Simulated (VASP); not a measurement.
# Ge (Fm-3m) in VASP: a series of runs, part 2 of 2

VASP 6.6.1. Earlier steps stand in the parts before.

### Step 3. Single point, BLYP (volume scaled by 0.88)

The input, INCAR:

```
SYSTEM = Ge
AGGAC    = 1.0          
AGGAX    = 1.0          
ALDAC    = 0.0          
ALDAX    = 1.0          
ALGO     = Normal         ! electronic algorithm
EDIFF    = 1E-6           ! SCF threshold, eV
ENCUT    = 520            ! plane-wave cutoff, eV
GGA      = B5             ! functional
ISIF     = 2              ! what is computed and relaxed
ISMEAR   = -1             ! smearing method
LASPH    = .TRUE.         ! aspherical terms in the spheres
LCHARG   = .FALSE.        ! write CHGCAR
LREAL    = .FALSE.        ! projectors in reciprocal space
LWAVE    = .FALSE.        ! write WAVECAR
NBANDS   = 13             ! bands
NELM     = 100            ! most SCF steps
PREC     = Accurate       ! precision mode
SIGMA    = 0.1            ! smearing width, eV
```

The input, KPOINTS:

```
k-points
0
G
  14 14 14
  0 0 0
```

The input, POSCAR:

```
Ge
1.0
    0.0000000000      2.1255638084      2.1255638084
    2.1255638084      0.0000000000      2.1255638084
    2.1255638084      2.1255638084      0.0000000000
Ge
1
Direct
    0.0000000000      0.0000000000      0.0000000000
```

Potentials or basis: VASP PAW PBE potentials, release 64 (Ge_d).

On the command line:

```console
> cat potpaw_PBE.64/Ge_d/POTCAR > POTCAR
> mpirun -np 1 vasp_std > vasp.out
```

OUTCAR:

```text
SYSTEM = Ge
   EDIFF = 1E-6
   ENCUT = 520
   GGA = B5
   ISIF = 2
   ISMEAR = -1
   LASPH = .TRUE.
   LREAL = .FALSE.
   NELM = 100
   PREC = Accurate

 ion  position               nearest neighbor table
   1  0.000  0.000  0.000-

  LATTYP: Found a face centered cubic cell.
 ALAT       =     4.2511276168

  Lattice vectors:

 A1 = (   0.0000000000,   2.1255638084,   2.1255638084)
 A2 = (   2.1255638084,   0.0000000000,   2.1255638084)
 A3 = (   2.1255638084,   2.1255638084,   0.0000000000)

Analysis of symmetry for initial positions (statically):
=====================================================================
 Subroutine PRICEL returns:
 Original cell was already a primitive cell.

 Routine SETGRP: Setting up the symmetry group for a
 face centered cubic supercell.

 Subroutine GETGRP returns: Found 48 space group operations
 (whereof 48 operations were pure point group operations)
 out of a pool of 48 trial point group operations.

The static configuration has the point symmetry O_h .

Analysis of symmetry for dynamics (positions and initial velocities):
=====================================================================
 Subroutine PRICEL returns:
 Original cell was already a primitive cell.

 Routine SETGRP: Setting up the symmetry group for a
[... 159 lines left out ...]
  band No.  band energies     occupation
      1     -17.6509      2.00000
      2     -17.6509      2.00000
      3     -17.6509      2.00000
      4     -17.6032      2.00000
      5     -17.6032      2.00000
      6      -5.9533      2.00000
      7      15.6265      0.00000
      8      15.6265      0.00000
      9      15.6265      0.00000
     10      21.1630      0.00000
     11      21.1630      0.00000
     12      21.1630      0.00000
     13      22.4655      0.00000
[... 354 lines left out ...]
  band No.  band energies     occupation
      1     -17.6635      2.00000
      2     -17.6301      2.00000
      3     -17.6210      2.00000
      4     -17.6056      2.00000
      5     -17.5795      2.00000
      6      -4.1319      2.00000
      7       8.9470      0.00000
      8      12.4969      0.00000
      9      12.9971      0.00000
     10      17.7575      0.00000
     11      19.8532      0.00000
     12      24.3236      0.00000
     13      24.7099      0.00000

 [... further k-points ...]
[... 5 lines left out ...]
  --------------------------------------------------------------------------------------
  -------------------------------------------------------------------------------------
  Total        0.9618178      0.9618178      0.9618178     -0.0000000      0.0000000     -0.0000000
  in kB       80.2326137     80.2326137     80.2326137     -0.0000000      0.0000000     -0.0000000
  external PRESSURE =      80.2326137 kB  Pullay stress =       0.0000000 kB

 VOLUME and BASIS-vectors are now :
 -----------------------------------------------------------------------------
  energy-cutoff  :      520.00
  volume of cell :       19.21
      direct lattice vectors                 reciprocal lattice vectors
     0.000000000  2.125563808  2.125563808    -0.235231706  0.235231706  0.235231706
     2.125563808  0.000000000  2.125563808     0.235231706 -0.235231706  0.235231706
     2.125563808  2.125563808  0.000000000     0.235231706  0.235231706 -0.235231706

 POSITION                                       TOTAL-FORCE (eV/Angst)
 -----------------------------------------------------------------------------------
      0.00000      0.00000      0.00000         0.000000      0.000000      0.000000
 -----------------------------------------------------------------------------------
    total drift:                               -0.000000      0.000000      0.000000

  FREE ENERGIE OF THE ION-ELECTRON SYSTEM (eV)
  ---------------------------------------------------
  free  energy   TOTEN  =        -3.2842650800 eV

  energy  without entropy=       -3.2662742907  energy(sigma->0) =       -3.27526969
```

stdout:

```text
POSCAR found type information on POSCAR Ge
 POSCAR found :  1 types and       1 ions
 scaLAPACK will be used
 -----------------------------------------------------------------------------
|                                                                             |
|                                                                             |
|     You enforced a specific xc type in the INCAR file but a different       |
|     I HOPE YOU KNOW WHAT YOU ARE DOING!                                     |
|                                                                             |
 -----------------------------------------------------------------------------

 LDA part: xc-table for (Slater(with rela. corr.)+VWN5), standard interpolation
 POSCAR, INCAR and KPOINTS ok, starting setup
 FFT: planning ... GRIDC
 FFT: planning ... GRID_SOFT
 FFT: planning ... GRID
 WAVECAR not read
 entering main loop
```

It took 23 s on 1 thread of Intel Xeon Platinum 8259CL at 2.50GHz (Skylake/Cascade Lake), shared host; peak memory 0.15 GiB.

What came out:

```yaml
Free_energy: -3.2843 eV
Pressure: 8.0 GPa
Band_gap_on_the_k_mesh: zero (band 7 reaches 15.63 eV, above the bottom of band 8 at 4.89 eV)
```

Levels at points of the mesh, in eV from the Fermi level:
```tsv
k point	band 5	band 6	band 7	band 8	band 9	band 10
(0.00, 0.00, 0.00)	-24.76	-13.11	8.47	8.47	8.47	14.01
(0.50, 0.00, 0.00)	-24.71	-8.06	-5.39	6.48	6.48	12.06
(0.50, 0.50, 0.00)	-24.70	-5.85	-4.21	2.45	2.45	6.62
```

Caveat: the PAW data sets were made with another functional, which shifts forces and pressure a little.

### Step 4. Single point, BLYP (volume scaled by 0.92)

The input, INCAR:

```
  PREC = Accurate
  ENCUT = 520
  EDIFF = 1E-6
  ISMEAR = -1
  SIGMA = 0.1
  LREAL = F
  LASPH = T
  NELM = 80
  ALGO = Normal
  ISIF = 2
  LWAVE = F
  LCHARG = F
  GGA = B5
  ALDAX = 1.0
  AGGAX = 1.0
  AGGAC = 1.0
  ALDAC = 0.0
  NBANDS = 13
```

The input, KPOINTS:

```
Automatic mesh
0
Gamma
  14 14 14
```

The input, POSCAR:

```
Ge
1.0
    0.0000000000      2.1572933192      2.1572933192
    2.1572933192      0.0000000000      2.1572933192
    2.1572933192      2.1572933192      0.0000000000
Ge
1
Direct
    0.0000000000      0.0000000000      0.0000000000
```

On the command line:

```console
> cat potpaw_PBE.64/Ge_d/POTCAR > POTCAR
> mpirun -np 1 vasp_std > vasp.out
```

Wall time 29 s (1 thread of Intel Xeon Platinum 8259CL at 2.50GHz (Skylake/Cascade Lake), shared host); peak memory 0.15 GiB.

The run converged. Its results:

- Free energy: -3.3199 eV
- Pressure: 4.8 GPa
- Band gap on the k mesh: zero (band 7 reaches 14.74 eV, above the bottom of band 8 at 4.55 eV)

Levels at points of the mesh, in eV from the Fermi level:
```
           k point  band 3  band 4  band 5  band 6  band 7  band 8  band 9  band 10  band 11  band 12
(0.00, 0.00, 0.00)  -24.79  -24.75  -24.75  -12.75    8.05    8.05    8.05    13.72    13.72    13.72
(0.50, 0.00, 0.00)  -24.78  -24.71  -24.71   -7.99   -5.13    6.18    6.18    11.63    12.53    12.53
(0.50, 0.50, 0.00)  -24.71  -24.70  -24.70   -5.91   -4.00    2.37    2.37     6.48     6.85    27.00
```

Caveat: the PAW data sets were made with another functional, which shifts forces and pressure a little.

### Step 5. Single point, BLYP (volume scaled by 0.96)

The input, INCAR:

```
SYSTEM = Ge
PREC = Accurate
ENCUT = 520
EDIFF = 1E-6
ISMEAR = -1
SIGMA = 0.1
LREAL = .False.
LASPH = .True.
NELM = 100
ALGO = Normal
ISIF = 2
LWAVE = .False.
LCHARG = .True.
GGA = B5
ALDAX = 1.0
AGGAX = 1.0
AGGAC = 1.0
ALDAC = 0.0
LELF = .True.
LVHAR = .True.
NBANDS = 13
```

The input, KPOINTS:

```
Automatic mesh
0
Gamma
  14 14 14
  0 0 0
```

The input, POSCAR:

```
Ge
1.0
    0.0000000000      2.1881159595      2.1881159595
    2.1881159595      0.0000000000      2.1881159595
    2.1881159595      2.1881159595      0.0000000000
Ge
1
Direct
    0.0000000000      0.0000000000      0.0000000000
```

On the command line:

```console
> cat potpaw_PBE.64/Ge_d/POTCAR > POTCAR
> mpirun -np 1 vasp_std > vasp.out
```

Wall time 21 s (1 thread of Intel Xeon Platinum 8259CL at 2.50GHz (Skylake/Cascade Lake), shared host); peak memory 0.15 GiB.

Results (log left out):

```
Free energy            : -3.3395 eV
Pressure               : 2.1 GPa
Band gap on the k mesh : zero (band 7 reaches 13.92 eV, above the bottom of band 8 at 4.23 eV)
```

Levels at points of the mesh, in eV from the Fermi level:
```tsv
k point	band 5	band 6	band 7	band 8	band 9	band 10
(0.00, 0.00, 0.00)	-24.74	-12.42	7.67	7.67	7.67	13.46
(0.50, 0.00, 0.00)	-24.70	-7.92	-4.88	5.90	5.90	11.23
(0.50, 0.50, 0.00)	-24.70	-5.97	-3.81	2.29	2.29	6.37
```

Caveat: the PAW data sets were made with another functional, which shifts forces and pressure a little.

### Step 6. Single point, BLYP

The input, INCAR:

```
PREC = Accurate
ENCUT = 520
EDIFF = 1E-6
ISMEAR = -1
SIGMA = 0.1
LREAL = False
LASPH = True
NELM = 60
ALGO = Normal
ISIF = 2
LWAVE = False
LCHARG = False
GGA = B5
ALDAX = 1.0
AGGAX = 1.0
AGGAC = 1.0
ALDAC = 0.0
NBANDS = 13
```

The input, KPOINTS:

```
Automatic mesh
0
Gamma
  14 14 14
```

The input, POSCAR:

```
Ge
1.0
    0.0000000000      2.2180938759      2.2180938759
    2.2180938759      0.0000000000      2.2180938759
    2.2180938759      2.2180938759      0.0000000000
Ge
1
Direct
    0.0000000000      0.0000000000      0.0000000000
```

Potentials or basis: VASP PAW PBE potentials, release 64 (Ge_d).

On the command line:

```console
> cat potpaw_PBE.64/Ge_d/POTCAR > POTCAR
> mpirun -np 1 vasp_std > vasp.out
```

OUTCAR:

```text
PREC = Accurate
   ENCUT = 520
   EDIFF = 1E-6
   ISMEAR = -1
   LREAL = False
   LASPH = True
   NELM = 60
   ISIF = 2
   GGA = B5

 ion  position               nearest neighbor table
   1  0.000  0.000  0.000-

  LATTYP: Found a face centered cubic cell.
 ALAT       =     4.4361877518

  Lattice vectors:

 A1 = (   0.0000000000,   2.2180938759,   2.2180938759)
 A2 = (   2.2180938759,   0.0000000000,   2.2180938759)
[... 560 lines left out ...]
     11      17.8071      0.00000
     12      21.5639      0.00000
     13      22.0957      0.00000

 [... further k-points ...]

------------------------ aborting loop because EDIFF is reached ----------------------------------------

  FORCE on cell =-STRESS in cart. coord.  units (eV):
  Direction    XX          YY          ZZ          XY          YZ          ZX
  --------------------------------------------------------------------------------------
  -------------------------------------------------------------------------------------
  Total        0.0008679      0.0008679      0.0008679      0.0000000     -0.0000000      0.0000000
  in kB        0.0637128      0.0637128      0.0637128      0.0000000     -0.0000000      0.0000000
  external PRESSURE =       0.0637128 kB  Pullay stress =       0.0000000 kB

 VOLUME and BASIS-vectors are now :
 -----------------------------------------------------------------------------
  energy-cutoff  :      520.00
  volume of cell :       21.83
      direct lattice vectors                 reciprocal lattice vectors
     0.000000000  2.218093876  2.218093876    -0.225418773  0.225418773  0.225418773
     2.218093876  0.000000000  2.218093876     0.225418773 -0.225418773  0.225418773
     2.218093876  2.218093876  0.000000000     0.225418773  0.225418773 -0.225418773

 POSITION                                       TOTAL-FORCE (eV/Angst)
 -----------------------------------------------------------------------------------
      0.00000      0.00000      0.00000        -0.000000      0.000000      0.000000
 -----------------------------------------------------------------------------------
    total drift:                               -0.000000      0.000000      0.000000

  FREE ENERGIE OF THE ION-ELECTRON SYSTEM (eV)
  ---------------------------------------------------
  free  energy   TOTEN  =        -3.3460515758 eV

  energy  without entropy=       -3.3294241493  energy(sigma->0) =       -3.33773786
```

stdout:

```text
POSCAR found type information on POSCAR Ge
 POSCAR found :  1 types and       1 ions
 scaLAPACK will be used
 -----------------------------------------------------------------------------
|                                                                             |
|                                                                             |
|     You enforced a specific xc type in the INCAR file but a different       |
|     I HOPE YOU KNOW WHAT YOU ARE DOING!                                     |
|                                                                             |
 -----------------------------------------------------------------------------

 LDA part: xc-table for (Slater(with rela. corr.)+VWN5), standard interpolation
 POSCAR, INCAR and KPOINTS ok, starting setup
 FFT: planning ... GRIDC
 FFT: planning ... GRID_SOFT
 FFT: planning ... GRID
 WAVECAR not read
 entering main loop
```

Run time: 19 s. Hardware: 1 thread of Intel Xeon Platinum 8259CL at 2.50GHz (Skylake/Cascade Lake), shared host; peak memory 0.15 GiB.

Results:

```
Free energy            : -3.3461 eV
Pressure               : 0.0 GPa
Band gap on the k mesh : zero (band 7 reaches 13.17 eV, above the bottom of band 8 at 3.94 eV)
```

Levels at points of the mesh, in eV from the Fermi level:
| k point | band 4 | band 5 | band 6 | band 7 | band 8 | band 9 | band 10 | band 11 |
| --- | --- | --- | --- | --- | --- | --- | --- | --- |
| (0.00, 0.00, 0.00) | -24.73 | -24.73 | -12.12 | 7.32 | 7.32 | 7.32 | 13.22 | 13.22 |
| (0.50, 0.00, 0.00) | -24.70 | -24.70 | -7.85 | -4.66 | 5.64 | 5.64 | 10.87 | 12.11 |
| (0.50, 0.50, 0.00) | -24.70 | -24.70 | -6.03 | -3.63 | 2.22 | 2.22 | 6.27 | 6.77 |

Caveat: the PAW data sets were made with another functional, which shifts forces and pressure a little.

### Step 7. The runs side by side

| cell | k mesh | gap on the mesh (eV) | pressure (GPa) |
| --- | --- | --- | --- |
| a = 3.137 Å, angles 60.0°, 1 atom | 13 × 13 × 13 | none | 0.0 |
| a = 3.006 Å, angles 60.0°, 1 atom | 14 × 14 × 14 | none | 8.0 |
| a = 3.051 Å, angles 60.0°, 1 atom | 14 × 14 × 14 | none | 4.8 |
| a = 3.094 Å, angles 60.0°, 1 atom | 14 × 14 × 14 | none | 2.1 |
| a = 3.137 Å, angles 60.0°, 1 atom | 14 × 14 × 14 | none | 0.0 |

Alike in all rows: task single point; level BLYP; potentials or basis VASP PAW PBE potentials, release 64 (Ge_d); no spin polarisation; cutoff (eV) 520; smearing fermi-dirac 0.1 eV.

Caveats: the PAW data sets were made with another functional, which shifts forces and pressure a little.

Total energies depend on the potentials used, so only differences within one code and one set of settings carry meaning.
